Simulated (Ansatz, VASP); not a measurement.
# SnTe: VASP beside Ansatz

Contents of INCAR:

```
ALGO = Normal ; EDIFF = 1E-7
EDIFFG = -0.002 ; ENCUT = 500
GGA_COMPAT = False ; IBRION = 2
ISIF = 3 ; ISMEAR = 0
LASPH = True ; LCHARG = False
LREAL = False ; LWAVE = False
NELM = 120 ; NELMIN = 4
NSW = 100 ; PREC = Accurate
SIGMA = 0.1
```

Contents of KPOINTS:

```
k-points
0
Gamma
  12 12 12
```

POSCAR

```
SnTe
1.0
    0.0000000000      3.1858130700      3.1858130700
    3.1858130700      0.0000000000      3.1858130700
    3.1858130700      3.1858130700      0.0000000000
Sn Te
1 1
Direct
    0.0000000000      0.0000000000      0.0000000000
    0.5000000000      0.5000000000      0.5000000000
```

Input for Ansatz:

```yaml
crystal:
  lattice:
    - [0.0, 3.18581307, 3.18581307]
    - [3.18581307, 0.0, 3.18581307]
    - [3.18581307, 3.18581307, 0.0]
  atoms:
    - { symbol: Sn, position: [0.0, 0.0, 0.0] }
    - { symbol: Te, position: [0.5, 0.5, 0.5] }
basis:
  ecutwfc: 420
kpoints:
  mp_grid: { grid: [12, 12, 12] }
hamiltonian:
  xc: lda
scf:
  occupations: { method: gaussian, width: 0.1 }
output:
  forces: true
  stress: true
  eigenvalues: true
  write_density: true
  write_potential: true
  elf: true
  volumetric_format: npy
relax:
  adjacent_minimum: "off"
  f_tol: 0.002
  max_steps: 80
  cell: { stress_tol: 0.02 }
```

Alike in both runs: task relaxation of cell and atoms; functional LDA; k mesh 12 × 12 × 12; occupations gaussian, width 0.1 eV; no spin polarisation.

|  | VASP | Ansatz |
| --- | --- | --- |
| version | VASP 6.6.1 | Ansatz 0.2.0 |
| potentials or method | VASP PAW LDA potentials, release 64 (Sn_d, Te), cutoff 500 eV | scalar-relativistic, plane waves, PAW |
| valence electrons in the cell | 20 | 30 |

VASP gave:

* gap on the k mesh at the Fermi level, each at its own relaxed structure (eV): 0.21
* relaxed volume (Å³/atom): 30.35
* relaxed cell length with the largest relative difference (Å): 4.411

Problem. What did Ansatz give for the same quantities?

Solution. gap on the k mesh at the Fermi level, each at its own relaxed structure (eV): 0.20; relaxed volume (Å³/atom): 30.31; relaxed cell length with the largest relative difference (Å): 4.409.

LDA's correlation is that of Perdew and Zunger in VASP and of Perdew and Wang (1992) in Ansatz. VASP's potentials hold 20 valence electrons a cell and Ansatz's 30, so a difference there can come from the potentials and not from the codes.

Neither program's run includes spin-orbit coupling.
